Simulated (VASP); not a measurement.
Crystal: Mg3Sb2.

```
Mg Sb
1.0
     4.59817    0.00000    0.00000
    -2.29909    3.98214    0.00000
     0.00000    0.00000    7.26329
Mg Sb
3 2
Cartesian
  0.0000 2.6548 4.5941
  2.2991 1.3274 2.6692
  0.0000 0.0000 0.0000
  0.0000 2.6548 1.6394
  2.2991 1.3274 5.6239
```

```yaml
Program: VASP 6.6.1
Task: relaxation of cell and atoms
Functional: PBEsol
Potentials_or_basis: VASP PAW PBE potentials, release 64 (Mg, Sb)
Cutoff: 600 eV
k_mesh: 6 × 6 × 4
Occupations: fermi-dirac, width 0.02 eV
Spin: no spin polarisation
```

At the start: pressure -1.3 GPa; volume 26.60 Å³/atom.

Question: Where does the relaxation end?

Answer: Over 6 steps the energy falls by 3.2 meV/atom and the volume is 25.81 Å³/atom (-3.0 %); space group P-3m1 (No. 164, to 0.1 Å) before and after.

The path:
| step | energy change (eV) | largest force (eV/Å) | pressure (GPa) | volume (Å³) |
| --- | --- | --- | --- | --- |
| 1 | 0.0000 | 0.0127 | -1.26 | 132.99 |
| 2 | -0.0149 | 0.0795 | 0.11 | 129.01 |
| 3 | -0.0150 | 0.0746 | 0.01 | 129.28 |
| 4 | -0.0155 | 0.0546 | 0.00 | 129.23 |
| 5 | -0.0160 | 0.0126 | 0.00 | 129.11 |
| 6 | -0.0161 | 0.0020 | 0.00 | 129.07 |

Final structure:
```
Mg Sb
1.0
     4.55724    0.00000    0.00000
    -2.27862    3.94668    0.00000
     0.00000    0.00000    7.17615
Mg Sb
3 2
Direct
  0.33333 0.66667 0.63272
  0.66667 0.33333 0.36728
  0.00000 0.00000 0.00000
  0.33333 0.66667 0.22379
  0.66667 0.33333 0.77621
```

Caveat: the PAW data sets were made with another functional, which shifts forces and pressure a little.
